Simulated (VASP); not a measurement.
TaN:

```xyz
2
Lattice="0.0000 2.2113 2.2113 2.2113 0.0000 2.2113 2.2113 2.2113 0.0000" Properties=species:S:1:pos:R:3 pbc="T T T"
Ta    2.2113    2.2113    2.2113
N     0.0000    0.0000    0.0000
```

```yaml
Program: VASP 6.6.1
Task: relaxation of cell and atoms
Functional: RPBE
Dispersion: D3(BJ)
Potentials_or_basis: VASP PAW PBE potentials, release 64 (Ta_pv, N)
Cutoff: 600 eV
k_mesh: 10 × 10 × 10
Occupations: fermi-dirac, width 0.05 eV
Spin: no spin polarisation
```

At the start: pressure -39.5 GPa; volume 10.81 Å³/atom.

How do energy, volume and symmetry change on relaxing?

Over 5 steps the energy falls by 155.0 meV/atom and the volume is 9.67 Å³/atom (-10.5 %); space group Fm-3m (No. 225, to 0.05 Å).

Step by step:
```csv
step,energy change (eV),largest force (eV/Å),pressure (GPa),volume (Å³)
1,0.0000,0.0000,-39.46,21.63
2,2.7661,0.0000,254.35,14.32
3,-0.3054,0.0000,-5.72,19.60
4,-0.3096,0.0000,-1.85,19.43
5,-0.3101,0.0000,0.01,19.35
```

Final structure:
```xyz
2
Lattice="0.0000 2.1307 2.1307 2.1307 0.0000 2.1307 2.1307 2.1307 0.0000" Properties=species:S:1:pos:R:3 pbc="T T T"
Ta    2.1307    2.1307    2.1307
N     0.0000    0.0000    0.0000
```

Caveat: the PAW data sets were made with another functional, which shifts forces and pressure a little; pairwise dispersion overbinds metals, which lowers pressure and volume.
